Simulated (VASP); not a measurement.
# Be63GaC31 (a cell with a defect) in VASP: single point with PBEsol

Aim: the single point of Be63GaC31 (a cell with a defect) with PBEsol.

All numbers are computed with VASP 6.6.1; they aren't measurements. Logs are shortened: lines on timing, memory, paths and dates and some standing lists are left out, and cuts for length are marked.

### Step 1. The cell of the first run

The cell holds a defect, 95 atoms: a = 8.621 Å, b = 8.621 Å, c = 8.621 Å, α = 90.00°, β = 90.00°, γ = 90.00°.

### Step 2. Single point, PBEsol, collinear spin

The input, INCAR:

```
SYSTEM = Be63GaC31
PREC = Accurate
ENCUT = 520
EDIFF = 1E-6
ISMEAR = -1
SIGMA = 0.05
LREAL = Auto
LASPH = .TRUE.
NELM = 200
ALGO = Normal
ISIF = 2
LWAVE = .FALSE.
LCHARG = .TRUE.
ISPIN = 2
MAGMOM = 0 0 0 0 0 0 0.056 0 0.056 0 0 0 0 0 0 0 0 0.056 0 0 0 0 0 0 0 0 0.056 0 0 0 0.056 0 0 0 0 0.056 0 0 0 0 0.056 0 0.056 0 0.056 0 0 0 0 0.056 0.056 0 0 0.056 0 0.056 0 0 0 0 0 0 0 0.056 0 0 0 0 0 0 0.056 0 0 0 0.056 0 0 0 0 0 0 0 0.056 0 0 0 0 0 0 0 0 0 0 0 0.056
LORBIT = 11
GGA = PS
LELF = .TRUE.
LVHAR = .TRUE.
ISYM = 0
NBANDS = 188
GGA_COMPAT = .FALSE.
```

The input, KPOINTS:

```
Automatic mesh
0
Gamma
  1 1 1
  0.25 0.25 0.25
```

The input, POSCAR:

```
Be63GaC31
1.0
    8.6212760000      0.0000000000      0.0000000000
    0.0000000000      8.6212760000      0.0000000000
    0.0000000000      0.0000000000      8.6212760000
Be Ga C
63 1 31
Direct
    0.3743650000      0.1245060000      0.1248990000
    0.3747280000      0.1251470000      0.6247080000
    0.3747000000      0.6243420000      0.1255780000
    0.8755830000      0.1241590000      0.1245270000
    0.8742940000      0.1284830000      0.6236570000
    0.8742940000      0.6232660000      0.1288630000
    0.8790300000      0.6303970000      0.6305930000
    0.1240990000      0.3730490000      0.1238810000
    0.1269000000      0.3871140000      0.6180750000
    0.1257030000      0.8733350000      0.1265170000
    0.1233260000      0.8796630000      0.6267830000
    0.6247780000      0.3744300000      0.1243060000
    0.6264790000      0.3723990000      0.6241300000
    0.6249520000      0.8740290000      0.1263200000
    0.6267110000      0.8768580000      0.6264180000
    0.1241140000      0.1234510000      0.3734440000
    0.1257130000      0.1261450000      0.8737200000
    0.1268300000      0.6178270000      0.3876290000
    0.1233090000      0.6263720000      0.8800130000
    0.6247830000      0.1239200000      0.3748240000
    0.6249470000      0.1259330000      0.8744010000
    0.6264540000      0.6237580000      0.3727500000
    0.6267330000      0.6260560000      0.8772170000
    0.1240970000      0.1241410000      0.1245230000
    0.1238740000      0.1302460000      0.6236540000
    0.1238530000      0.6232430000      0.1306500000
    0.1181070000      0.6323290000      0.6325670000
    0.6249270000      0.1246020000      0.1249880000
    0.6261760000      0.1251880000      0.6234360000
    0.6261810000      0.6230580000      0.1255510000
    0.6386990000      0.6250030000      0.6253600000
    0.3732570000      0.3725780000      0.3729810000
    0.3740820000      0.3746360000      0.8773100000
    0.3740680000      0.8768860000      0.3750540000
    0.3753340000      0.8771050000      0.8774940000
    0.8704460000      0.3674240000      0.3678550000
    0.8746280000      0.3767020000      0.8705060000
    0.8746000000      0.8701520000      0.3770810000
    0.8764360000      0.8762440000      0.8766410000
    0.3748390000      0.3737330000      0.1252530000
    0.3742480000      0.3641190000      0.6256350000
    0.3749230000      0.8753480000      0.1262480000
    0.3746540000      0.8870930000      0.6250740000
    0.8742440000      0.3737490000      0.1227740000
    0.8707850000      0.3812390000      0.6118790000
    0.8739580000      0.8735490000      0.1273870000
    0.8753810000      0.8777870000      0.6275100000
    0.3748650000      0.1248360000      0.3741320000
    0.3749300000      0.1258500000      0.8757420000
    0.3742580000      0.6251960000      0.3645710000
    0.3746260000      0.6246660000      0.8875100000
    0.8742440000      0.1223830000      0.3741060000
    0.8739600000      0.1269950000      0.8739440000
    0.8707170000      0.6117100000      0.3817300000
    0.8753930000      0.6271140000      0.8781160000
    0.1210890000      0.3698730000      0.3704290000
    0.1227770000      0.3744160000      0.8747120000
    0.1227670000      0.8743280000      0.3748090000
    0.1246060000      0.8759500000      0.8763420000
    0.6261640000      0.3714430000      0.3718140000
    0.6248990000      0.3758560000      0.8749720000
    0.6248640000      0.8746000000      0.3762560000
    0.6281820000      0.8781930000      0.8785890000
    0.3759430000      0.6259390000      0.6264200000
    0.0002510000      0.9998660000      0.0002440000
    0.9993140000      0.0005200000      0.5004070000
    0.9993220000      0.5000240000      0.0009100000
    0.4999420000      0.0004880000      0.0008790000
    0.4999250000      0.0004100000      0.5003620000
    0.4999330000      0.4999720000      0.0008010000
    0.5047780000      0.4940000000      0.4943600000
    0.2496040000      0.2494750000      0.9997490000
    0.2501320000      0.2495160000      0.4990010000
    0.2501420000      0.7501840000      0.0024100000
    0.2471740000      0.7587510000      0.4962960000
    0.7493730000      0.2500590000      0.9983890000
    0.7473030000      0.2469830000      0.4988060000
    0.7505100000      0.7500380000      0.0020970000
    0.7499720000      0.7498960000      0.5016440000
    0.2495990000      0.9993400000      0.2498620000
    0.2501520000      0.0020270000      0.7505900000
    0.2500580000      0.4986060000      0.2499810000
    0.2471710000      0.4958690000      0.7591400000
    0.7493720000      0.9979990000      0.2504320000
    0.7505000000      0.0017150000      0.7504310000
    0.7473330000      0.4984420000      0.2473880000
    0.7500390000      0.5012780000      0.7501910000
    0.9997390000      0.2457950000      0.2461840000
    0.9994720000      0.2555350000      0.7445690000
    0.9994600000      0.7441900000      0.2559200000
    0.9996440000      0.7549510000      0.7553280000
    0.4991630000      0.2484360000      0.2488190000
    0.4997070000      0.2500890000      0.7497640000
    0.4996900000      0.7493670000      0.2504810000
    0.5063850000      0.7570670000      0.7574480000
```

Potentials or basis: VASP PAW PBE potentials, release 64 (Be, Ga_d, C).

The run is started by

```console
> cat potpaw_PBE.64/Be/POTCAR potpaw_PBE.64/Ga_d/POTCAR potpaw_PBE.64/C/POTCAR > POTCAR
> mpirun -np 1 vasp_std > vasp.out
```

OUTCAR:

```text
SYSTEM = Be63GaC31
   PREC = Accurate
   ENCUT = 520
   EDIFF = 1E-6
   ISMEAR = -1
   LREAL = Auto
   LASPH = .TRUE.
   NELM = 200
   ISIF = 2
   ISPIN = 2
   LORBIT = 11
   GGA = PS
   ISYM = 0

 ion  position               nearest neighbor table
   1  0.374  0.125  0.125-  92 1.85  68 1.86  72 1.87  80 1.87  49 2.15  42 2.15  40 2.15  48 2.15
                            24 2.16  28 2.16
   2  0.375  0.125  0.625-  81 1.86  69 1.86  73 1.86  93 1.87  43 2.05  41 2.06  48 2.16  25 2.16
                            49 2.16  29 2.17
   3  0.375  0.624  0.126-  74 1.86  70 1.86  82 1.87  94 1.87  51 2.05  50 2.06  40 2.16  26 2.16
                            42 2.16  30 2.17
   4  0.876  0.124  0.125-  88 1.83  65 1.86  76 1.88  84 1.88  24 2.14  52 2.15  44 2.15  53 2.16
                            46 2.16  28 2.16
   5  0.874  0.128  0.624-  77 1.84  89 1.86  66 1.87  85 1.88  29 2.14  25 2.15  52 2.15  53 2.16
                            47 2.16  45 2.18
   6  0.874  0.623  0.129-  86 1.84  90 1.86  67 1.87  78 1.88  30 2.14  26 2.15  44 2.15  46 2.16
                            55 2.16  54 2.18
   7  0.879  0.630  0.631-  91 1.84  79 1.88  87 1.88  27 2.06  31 2.07  47 2.13  55 2.13  54 2.15
                            45 2.16
   8  0.124  0.373  0.124-  72 1.86  88 1.86  67 1.87  82 1.88  56 2.13  24 2.15  57 2.15  44 2.15
                            26 2.16  40 2.16
   9  0.127  0.387  0.618-  83 1.85  73 1.89  89 1.92  27 2.12  56 2.14  41 2.14  45 2.21  25 2.22
[... 169 lines left out ...]
  94  0.500  0.749  0.250-  50 1.81  14 1.86  22 1.86   3 1.87  42 1.87  62 1.87  34 1.88  30 1.88

  95  0.506  0.757  0.757-  63 1.81  23 1.85  35 1.85  15 1.85  64 1.95  43 1.96  51 1.96  31 1.97

IMPORTANT INFORMATION: All symmetrisations will be switched off!
NOSYMM: (Re-)initialisation of all symmetry stuff for point group C_1.

----------------------------------------------------------------------------------------

                                     Primitive cell

  volume of cell :     640.7884

  direct lattice vectors                    reciprocal lattice vectors
     8.621276000  0.000000000  0.000000000     0.115992111  0.000000000  0.000000000
     0.000000000  8.621276000  0.000000000     0.000000000  0.115992111  0.000000000
     0.000000000  0.000000000  8.621276000     0.000000000  0.000000000  0.115992111

  length of vectors
     8.621276000  8.621276000  8.621276000     0.115992111  0.115992111  0.115992111

  position of ions in fractional coordinates (direct lattice)
     0.374365000  0.124506000  0.124899000
     0.374728000  0.125147000  0.624708000
     0.374700000  0.624342000  0.125578000
     0.875583000  0.124159000  0.124527000
     0.874294000  0.128483000  0.623657000
     0.874294000  0.623266000  0.128863000
[... 87 lines left out ...]
     0.499690000  0.749367000  0.250481000
     0.506385000  0.757067000  0.757448000

  ion indices of the primitive-cell ions
   primitive index   ion index
                 1           1
                 2           2
                 3           3
                 4           4
                 5           5
                 6           6
[... 87 lines left out ...]
                94          94
                95          95

----------------------------------------------------------------------------------------

 KPOINTS: Automatic mesh

Automatic generation of k-mesh.
 Grid dimensions read from file:
[... 43 lines left out ...]
     AMIX     =   0.40;   BMIX     =  1.00
     AMIX_MAG =   1.60;   BMIX_MAG =  1.00
  volume/ion in A,a.u.               =       6.75        45.52
  Fermi-wavevector in a.u.,A,eV,Ry     =   1.216621  2.299080 20.138880  1.480166
  Thomas-Fermi vector in A             =   2.351968
   LORBIT       =     11    0 simple, 1 ext, 2 COOP (PROOUT), +10 PAW based schemes
   GGA     = PS    functional components
   LHFCALC =     F    Hartree Fock is set to
   AEXX    =    0.0000 exact exchange contribution
   IVDW    =     0    specifies the selected vdW correction
   LEPSILON=     F    determine dielectric tensor
   LRPA    =     F    only Hartree local field effects (RPA)
 spin polarized calculation
  energy-cutoff  :      520.00
  volume of cell :      640.79
 maximum number of plane-waves:     17254
   NGX = 33   NGY = 33   NGZ = 33

 number of electron     263.0000027 magnetization       0.5824938

 Free energy of the ion-electron system (eV)
  ---------------------------------------------------
  ext. energy  EPLUGINS =         0.00000000
  ---------------------------------------------------
  free energy    TOTEN  =      -569.60743178 eV

  energy without entropy =     -569.54951968  energy(sigma->0) =     -569.57847573

 E-fermi :   9.3596     XC(G=0): -11.5907

 val. band max:        9.2578334864   @ k =  -0.2500   0.2500   0.2500
 cond. band min:       9.3642821708   @ k =  -0.2500   0.2500   0.2500
 fundamental gap:      0.1064486844
 Fermi energy:         9.3595954374

 spin component 1

 k-point     1 :       0.2500    0.2500    0.2500
  band No.  band energies     occupation
      1      -8.0005      1.00000
      2      -7.9985      1.00000
      3      -7.9794      1.00000
      4      -7.8095      1.00000
      5      -7.8084      1.00000
      6      -7.2929      1.00000
[... 573 lines left out ...]
    142      12.0816      0.00000
    143      12.1247      0.00000
 Fermi energy:         9.3595954374

 spin component 2

 k-point     1 :       0.2500    0.2500    0.2500
  band No.  band energies     occupation
      1      -7.9993      1.00000
      2      -7.9971      1.00000
      3      -7.9789      1.00000
      4      -7.8088      1.00000
      5      -7.8079      1.00000
      6      -7.2864      1.00000
[... 573 lines left out ...]
    142      12.0919      0.00000
    143      12.1332      0.00000
 [bands above 143 left out]

------------------------ aborting loop because EDIFF is reached ----------------------------------------

  FORCE on cell =-STRESS in cart. coord.  units (eV):
  Direction    XX          YY          ZZ          XY          YZ          ZX
  --------------------------------------------------------------------------------------
  -------------------------------------------------------------------------------------
  Total       18.9501597     13.8195811     13.6894533      2.0960421      7.2742129      2.1152127
  in kB       47.3815004     34.5534022     34.2280407      5.2407800     18.1878743      5.2887128
  external PRESSURE =      38.7209811 kB  Pullay stress =       0.0000000 kB

 VOLUME and BASIS-vectors are now :
 -----------------------------------------------------------------------------
  energy-cutoff  :      520.00
  volume of cell :      640.79
      direct lattice vectors                 reciprocal lattice vectors
     8.621276000  0.000000000  0.000000000     0.115992111  0.000000000  0.000000000
     0.000000000  8.621276000  0.000000000     0.000000000  0.115992111  0.000000000
     0.000000000  0.000000000  8.621276000     0.000000000  0.000000000  0.115992111

 POSITION                                       TOTAL-FORCE (eV/Angst)
 -----------------------------------------------------------------------------------
      3.22750      1.07340      1.07679         0.023974      0.023021      0.023029
      3.23063      1.07893      5.38578        -0.038452      0.047618     -0.021947
      3.23039      5.38262      1.08264        -0.038284     -0.023137      0.046287
      7.54864      1.07041      1.07358        -0.043425     -0.036623     -0.036321
      7.53753      1.10769      5.37672         0.072758      0.018164      0.052592
      7.53753      5.37335      1.11096         0.072688      0.053175      0.018220
[... 87 lines left out ...]
      4.30797      6.46050      2.15947         0.011013     -0.000935      0.008385
      4.36568      6.52688      6.53017        -0.076606     -0.050745     -0.047011
 -----------------------------------------------------------------------------------
    total drift:                               -0.009654     -0.012777      0.014338

  FREE ENERGIE OF THE ION-ELECTRON SYSTEM (eV)
  ---------------------------------------------------
  free  energy   TOTEN  =      -569.6074317801 eV

  energy  without entropy=     -569.5495196811  energy(sigma->0) =     -569.57847573

 total charge

# of ion       s       p       d       tot
------------------------------------------
    1        0.434   0.870   0.000   1.305
    2        0.439   0.884   0.000   1.323
    3        0.439   0.884   0.000   1.323
    4        0.433   0.869   0.000   1.302
    5        0.433   0.865   0.000   1.298
    6        0.433   0.865   0.000   1.298
[... 87 lines left out ...]
   94        0.804   1.700   0.000   2.504
   95        0.810   1.691   0.000   2.500
--------------------------------------------------
tot         53.072 108.134  10.261 171.468

 magnetization (x)

# of ion       s       p       d       tot
------------------------------------------
    1        0.000   0.001   0.000   0.001
    2        0.000   0.001   0.000   0.002
    3        0.000   0.001   0.000   0.002
    4        0.000   0.001   0.000   0.001
    5        0.000   0.000   0.000   0.001
    6        0.000   0.000   0.000   0.001
[... 87 lines left out ...]
   94        0.000  -0.000   0.000   0.000
   95        0.000   0.001   0.000   0.002
--------------------------------------------------
tot          0.057   0.281   0.001   0.339
```

Run time: 31 min. Hardware: 1 thread of Intel Xeon Platinum 8559C (Emerald Rapids), shared host; peak memory 1.2 GiB.

What came out:

* Free energy: -569.6074 eV
* Pressure: 3.9 GPa
* Largest force: 0.201 eV/Å
* Net moment: 0.58 μB per cell
* Site moments: Be +0.00, +0.05, +0.01, +0.03, +0.02 (each value once); Ga +0.00; C +0.00, -0.00, +0.01 (each value once) μB
* Valence electrons inside the program's atomic spheres: Be 1.30, 1.32, 1.29, 1.20, 1.28, 1.31, 1.26 (each value once); Ga 12.35; C 2.50, 2.51, 2.47, 2.52 (each value once)

Forces in eV/Å, atoms in the order of the input:
```
Be   0.024  0.023  0.023
Be  -0.038  0.048 -0.022
Be  -0.038 -0.023  0.046
Be  -0.043 -0.037 -0.036
Be   0.073  0.018  0.053
Be   0.073  0.053  0.018
Be  -0.191 -0.046 -0.043
Be   0.052  0.074  0.016
Be  -0.052 -0.149  0.013
Be  -0.035 -0.023  0.040
Be   0.019  0.067 -0.009
Be  -0.036 -0.009 -0.023
Be  -0.001  0.066  0.061
Be   0.002  0.022  0.014
Be   0.037 -0.002 -0.008
Be   0.052  0.016  0.073
Be  -0.035  0.040 -0.021
Be  -0.051  0.009 -0.148
Be   0.020 -0.008  0.068
Be  -0.036 -0.023 -0.010
Be   0.003  0.014  0.024
Be  -0.001  0.061  0.066
Be   0.036 -0.009 -0.001
Be   0.020 -0.052 -0.052
Be  -0.006  0.033  0.009
Be  -0.005  0.010  0.033
Be  -0.066 -0.080 -0.079
Be  -0.014 -0.010 -0.011
Be  -0.081 -0.066  0.057
Be  -0.081  0.057 -0.065
Be   0.018  0.002  0.002
Be  -0.023 -0.008 -0.008
Be   0.083 -0.050  0.057
Be   0.084  0.058 -0.051
Be   0.004  0.012  0.013
Be   0.044  0.063  0.063
Be   0.001 -0.010 -0.035
Be   0.002 -0.033 -0.010
Be  -0.034  0.052  0.052
Be  -0.034  0.004  0.006
Be  -0.002 -0.049 -0.051
Be  -0.004 -0.019 -0.023
Be   0.017  0.012  0.004
Be  -0.011 -0.006 -0.081
Be   0.058  0.020  0.153
Be   0.037 -0.055  0.016
Be  -0.053 -0.012 -0.082
Be  -0.035  0.007  0.002
Be  -0.005 -0.022 -0.019
Be  -0.005 -0.048 -0.051
Be   0.019  0.005  0.013
Be  -0.010 -0.080 -0.005
Be   0.037  0.018 -0.055
Be   0.057  0.151  0.017
Be  -0.053 -0.082 -0.012
Be   0.174  0.063  0.059
Be  -0.079 -0.055 -0.028
Be  -0.079 -0.028 -0.055
Be   0.033  0.033  0.033
Be  -0.076 -0.021 -0.021
Be   0.034  0.025 -0.050
Be   0.034 -0.050  0.023
Be  -0.030 -0.037 -0.038
Ga   0.083 -0.028 -0.039
C   -0.010  0.006 -0.006
C    0.001  0.003  0.002
C   -0.001  0.002  0.001
C   -0.002 -0.001 -0.001
C    0.003 -0.005 -0.018
C    0.001 -0.009 -0.005
C    0.017  0.032  0.035
C   -0.004  0.011  0.004
C   -0.027  0.019  0.004
C   -0.017  0.011 -0.006
C   -0.005 -0.012  0.165
C    0.012  0.003  0.031
C    0.034  0.045 -0.127
C    0.020  0.006  0.017
C    0.040 -0.014 -0.019
C   -0.004  0.007  0.007
C   -0.018 -0.011  0.012
C   -0.023  0.002  0.018
C   -0.007  0.162 -0.015
C    0.010  0.028  0.005
C    0.021  0.014  0.008
C    0.032 -0.129  0.049
C    0.040 -0.026 -0.010
C   -0.090  0.035  0.041
C   -0.005 -0.054  0.055
C   -0.005  0.056 -0.052
C    0.109 -0.045 -0.048
C    0.041  0.002  0.003
C    0.016  0.008  0.004
C    0.011 -0.001  0.008
C   -0.077 -0.051 -0.047
```

Caveat: the k points lie up to 0.36 Å⁻¹ apart; the PAW data sets were made with another functional, which shifts forces and pressure a little.
